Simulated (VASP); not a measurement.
# Te2Pt (P-3m1) in VASP: a series of runs, part 2 of 2

VASP 6.6.1. The steps go on from the part before.

## Step 3: Relaxation of the atoms, PBE+D3(BJ) (equal strain along all axes, cell held: -4.0 %)

The input, INCAR:

```
SYSTEM = Te2Pt
PREC = Accurate ; ENCUT = 450
EDIFF = 1E-7 ; ISMEAR = 0
SIGMA = 0.1 ; LREAL = .False.
LASPH = .True. ; NELM = 120
ALGO = Normal ; ISIF = 2
LWAVE = .False. ; LCHARG = .False.
GGA = PE ; IVDW = 12
IBRION = 2 ; NSW = 60
EDIFFG = -0.008 ; GGA_COMPAT = .False.
NELMIN = 4
```

The input, KPOINTS:

```
regular mesh
0
Gamma
  12 12 8
  0 0 0
```

The input, POSCAR:

```
Te2Pt
1.0
    3.8912077482      0.0000000000      0.0000000000
   -1.9456038741      3.3698847613      0.0000000000
    0.0000000000      0.0000000000      4.8873243277
Te Pt
2 1
Direct
    0.3333333333      0.6666666667      0.2754722379
    0.6666666667      0.3333333333      0.7245277621
    0.0000000000      0.0000000000      0.0000000000
```

Potentials or basis: VASP PAW PBE potentials, release 64 (Te, Pt).

On the command line:

```console
> cat potpaw_PBE.64/Te/POTCAR potpaw_PBE.64/Pt/POTCAR > POTCAR
> mpirun -np 1 vasp_std > vasp.out
```

Wall time 3.6 min (1 thread of Intel Xeon 8259CL, shared host); peak memory 0.27 GiB.

The run converged. Its results:

```
Free energy                : -14.9195 eV
Energy gained by relaxing  : 7.0 meV/atom
Ionic steps                : 3
Pressure after relaxing    : 13.3 GPa
Band gap on the k mesh     : zero (bands 11 and 12 overlap by 1.10 eV)
Dispersion energy per atom : -0.641 eV
```

Forces on the atoms (eV/Å):
```
Te   0.000  0.000 -0.002
Te   0.000  0.000  0.002
Pt   0.000  0.000  0.000
```

Stress tensor (GPa, compression positive):
```
14.50  0.00  0.00
 0.00 14.50  0.00
 0.00  0.00 10.97
```

Step by step:
```tsv
step	energy change (eV)	largest force (eV/Å)	pressure (GPa)
1	0.0000	0.5919	15.04
2	-0.0202	0.1189	13.64
3	-0.0211	0.0024	13.32
```

Final structure:
```cif
data_structure
_symmetry_space_group_name_H-M 'P 1'
_symmetry_Int_Tables_number 1
_cell_length_a 3.8912
_cell_length_b 3.8912
_cell_length_c 4.8873
_cell_angle_alpha 90.000
_cell_angle_beta 90.000
_cell_angle_gamma 120.000
_cell_volume 64.09
loop_
_atom_site_label
_atom_site_type_symbol
_atom_site_fract_x
_atom_site_fract_y
_atom_site_fract_z
_atom_site_occupancy
Te1 Te 0.33333 0.66667 0.28282 1
Te2 Te 0.66667 0.33333 0.71718 1
Pt1 Pt 0.00000 0.00000 0.00000 1
```

Levels at points of the mesh, in eV from the Fermi level:
```csv
k point,band 8,band 9,band 10,band 11,band 12,band 13,band 14,band 15
"(0.00, 0.00, 0.00)",-3.08,-0.40,-0.40,0.49,0.49,1.55,2.82,5.09
"(0.50, 0.00, 0.00)",-3.71,-3.62,-3.41,-3.15,-0.01,3.23,4.25,5.58
"(0.00, 0.00, 0.50)",-2.51,-1.70,-1.70,-1.10,2.62,2.62,4.29,5.04
"(0.50, 0.00, 0.50)",-3.73,-3.51,-2.14,-0.78,-0.20,1.85,4.36,5.21
```

Caveat: the cell differs from its parent crystal (equal strain along all axes, cell held: -4.0 %); spin-orbit coupling is left out, which moves the levels of the heavy elements.

## Step 4: Relaxation of the atoms, PBE+D3(BJ) (equal strain along all axes, cell held: -2.0 %)

The input, INCAR:

```
PREC = Accurate
ENCUT = 450
EDIFF = 1E-7
ISMEAR = 0
SIGMA = 0.1
LREAL = F
LASPH = T
NELM = 120
ALGO = Normal
ISIF = 2
LWAVE = F
LCHARG = F
GGA = PE
IVDW = 12
IBRION = 2
NSW = 60
EDIFFG = -0.008
GGA_COMPAT = F
NELMIN = 4
```

The input, KPOINTS:

```
regular mesh
0
Gamma
  12 12 8
```

The input, POSCAR:

```
Te2Pt
1.0
    3.9722745763      0.0000000000      0.0000000000
   -1.9861372881      3.4400906938      0.0000000000
    0.0000000000      0.0000000000      4.9891435845
Te Pt
2 1
Direct
    0.3333333333      0.6666666667      0.2670610889
    0.6666666667      0.3333333333      0.7329389111
    0.0000000000      0.0000000000      0.0000000000
```

Potentials or basis: VASP PAW PBE potentials, release 64 (Te, Pt).

On the command line:

```console
> cat potpaw_PBE.64/Te/POTCAR potpaw_PBE.64/Pt/POTCAR > POTCAR
> mpirun -np 1 vasp_std > vasp.out
```

OUTCAR:

```text
PREC = Accurate
   ENCUT = 450
   EDIFF = 1E-7
   ISMEAR = 0
   LREAL = F
   LASPH = T
   NELM = 120
   ISIF = 2
   GGA = PE
   IVDW = 12
   IBRION = 2
   NSW = 60
   EDIFFG = -0.008
   NELMIN = 4
 IVDW          = 12

 ion  position               nearest neighbor table
   1  0.333  0.667  0.267-   3 2.65   3 2.65   3 2.65   2 3.27   2 3.27   2 3.27   2 3.52   2 3.52
                             2 3.52
   2  0.667  0.333  0.733-   3 2.65   3 2.65   3 2.65   1 3.27   1 3.27   1 3.27   1 3.52   1 3.52
                             1 3.52
   3  0.000  0.000  0.000-   1 2.65   2 2.65   1 2.65   2 2.65   2 2.65   1 2.65

  LATTYP: Found a hexagonal cell.
 ALAT       =     3.9722745763
 C/A-ratio  =     1.2559916211

  Lattice vectors:

 A1 = (   3.9722745763,   0.0000000000,   0.0000000000)
 A2 = (  -1.9861372881,   3.4400906938,   0.0000000000)
 A3 = (   0.0000000000,   0.0000000000,   4.9891435845)

Analysis of symmetry for initial positions (statically):
=====================================================================
 Subroutine PRICEL returns:
[... 267 lines left out ...]

 val. band max:        9.7753157375   @ k =   0.1667   0.0833   0.5000
 cond. band min:       9.7886943013   @ k =   0.5000  -0.0000   0.5000
 fundamental gap:      0.0133785638
 Fermi energy:         9.7801390425

 k-point     1 :       0.0000    0.0000    0.0000
  band No.  band energies     occupation
      1      -4.8086      2.00000
      2      -0.7387      2.00000
      3       2.5670      2.00000
      4       3.8854      2.00000
      5       3.8854      2.00000
      6       5.8773      2.00000
      7       5.8773      2.00000
      8       6.9209      2.00000
      9       9.3360      2.00000
     10       9.3360      2.00000
     11      10.4196      0.00000
     12      10.4196      0.00000
     13      11.4213      0.00000
     14      12.4204      0.00000
[... 401 lines left out ...]
      2      -1.1973      2.00000
      3       2.9960      2.00000
      4       3.9948      2.00000
      5       4.4247      2.00000
      6       5.3548      2.00000
      7       5.7851      2.00000
      8       6.4840      2.00000
      9       7.7253      2.00000
     10       8.7781      2.00000
     11      10.0783      0.00002
     12      10.5849      0.00000
     13      11.4144      0.00000
     14      13.6930      0.00000
     15      14.2702      0.00000

 [... further k-points ...]

------------------------ aborting loop because EDIFF is reached ----------------------------------------

 Edisp (eV)   -1.80689

 E8    (eV) :    -0.8290
[... 26 lines left out ...]
  FREE ENERGIE OF THE ION-ELECTRON SYSTEM (eV)
  ---------------------------------------------------
  free  energy   TOTEN  =       -15.1524104588 eV

  energy  without entropy=      -15.1454294653  energy(sigma->0) =      -15.14891996

 reached required accuracy - stopping structural energy minimisation
```

CONTCAR:

```text
Te2Pt
   1.00000000000000
     3.9722745762999998    0.0000000000000000    0.0000000000000000
    -1.9861372880999999    3.4400906938000002    0.0000000000000000
     0.0000000000000000    0.0000000000000000    4.9891435844999998
  Te              Pt
     2     1
Direct
     0.3333333332999970    0.6666666667000030    0.2752644566467150
     0.6666666667000030    0.3333333332999970    0.7247355433532850
     0.0000000000000000    0.0000000000000000    0.0000000000000000

  0.00000000E+00  0.00000000E+00  0.00000000E+00
  0.00000000E+00  0.00000000E+00  0.00000000E+00
  0.00000000E+00  0.00000000E+00  0.00000000E+00
```

Wall time 2.3 min (1 thread of Intel Xeon Platinum 8488C (Sapphire Rapids), shared host); peak memory 0.26 GiB.

What came out:

```
Free energy                : -15.1524 eV
Energy gained by relaxing  : 7.7 meV/atom
Ionic steps                : 3
Pressure after relaxing    : 5.5 GPa
Band gap on the k mesh     : zero (bands 11 and 12 overlap by 1.15 eV)
Dispersion energy per atom : -0.602 eV
```

Forces on the atoms (eV/Å):
```
Te   0.000  0.000  0.003
Te   0.000  0.000 -0.003
Pt   0.000  0.000  0.000
```

Stress tensor (GPa, compression positive):
```
6.04 0.00 0.00
0.00 6.04 0.00
0.00 0.00 4.30
```

Step by step:
```tsv
step	energy change (eV)	largest force (eV/Å)	pressure (GPa)
1	0.0000	0.5746	7.29
2	-0.0208	0.1790	6.01
3	-0.0231	0.0025	5.46
```

Final structure:
```yaml
crystal:
  lattice:
    - [3.97227, 0.00000, 0.00000]
    - [-1.98614, 3.44009, 0.00000]
    - [0.00000, 0.00000, 4.98914]
  atoms:
    - { symbol: Te, position: [0.33333, 0.66667, 0.27526] }
    - { symbol: Te, position: [0.66667, 0.33333, 0.72474] }
    - { symbol: Pt, position: [0.00000, 0.00000, 0.00000] }
```

Caveat: the cell differs from its parent crystal (equal strain along all axes, cell held: -2.0 %); spin-orbit coupling is left out, which moves the levels of the heavy elements.

## Step 5: Overview

| cell | gap on the mesh (eV) | pressure (GPa) |
| --- | --- | --- |
| atoms relaxed from a = 3.810, b = 3.810, c = 4.786 Å, angles 90.0, 90.0, 120.0°, 3 atoms, atomic positions A | none | 24.4 |
| atoms relaxed from a = 3.891, b = 3.891, c = 4.887 Å, angles 90.0, 90.0, 120.0°, 3 atoms, atomic positions B | none | 13.3 |
| atoms relaxed from a = 3.972, b = 3.972, c = 4.989 Å, angles 90.0, 90.0, 120.0°, 3 atoms, atomic positions C | none | 5.5 |

Alike in all rows: task relaxation of the atoms; level PBE+D3(BJ); potentials or basis VASP PAW PBE potentials, release 64 (Te, Pt); no spin polarisation; k mesh 12 × 12 × 8; cutoff (eV) 450; smearing gaussian 0.1 eV.

Caveats: spin-orbit coupling is left out, which moves the levels of the heavy elements.

Absolute energies hang on the potentials; compare differences alone.
